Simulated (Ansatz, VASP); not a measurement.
**Two plane-wave programs on HRh6**

```
Rh H
1.0
     5.41659    0.00000    0.00000
    -2.70829    4.69090    0.00000
     0.00000    0.00000   22.29661
Rh H
12 2
Direct
  0.33333 0.16667 0.17940
  0.33333 0.66667 0.17940
  0.83333 0.16667 0.17940
  0.83333 0.66667 0.17940
  0.16667 0.33333 0.27578
  0.16667 0.83333 0.27578
  0.66667 0.33333 0.27578
  0.66667 0.83333 0.27578
  0.00000 0.00000 0.37210
  0.00000 0.50000 0.37210
  0.50000 0.00000 0.37210
  0.50000 0.50000 0.37210
  0.13089 0.26177 0.39228
  0.36911 0.73823 0.39228
```

Alike in both runs: task single point; functional PBE; k mesh 6 × 6 × 1; occupations gaussian, width 0.1 eV; no spin polarisation.

|  | VASP | Ansatz |
| --- | --- | --- |
| version | VASP 6.6.1 | Ansatz 0.2.0 |
| potentials or method | VASP PAW PBE potentials, release 64 (Rh_pv, H), cutoff 520 eV | scalar-relativistic, plane waves, PAW |
| valence electrons in the cell | 182 | 206 |

VASP gave:

```
gap on the k mesh at the Fermi level (eV)  : none
rms of the force components (eV/Å)         : 2.771
work function, face that differs most (eV) : 5.08
```

Question: Which values does Ansatz return?

Answer: gap on the k mesh at the Fermi level (eV): none; rms of the force components (eV/Å): 2.741; work function, face that differs most (eV): 5.08.

Atom by atom the forces differ by 0.030 eV/Å (rms over components). A gap of «none» marks a metal or a gap that the smearing closes. VASP's potentials hold 182 valence electrons a cell and Ansatz's 206, so a difference there can come from the potentials and not from the codes.
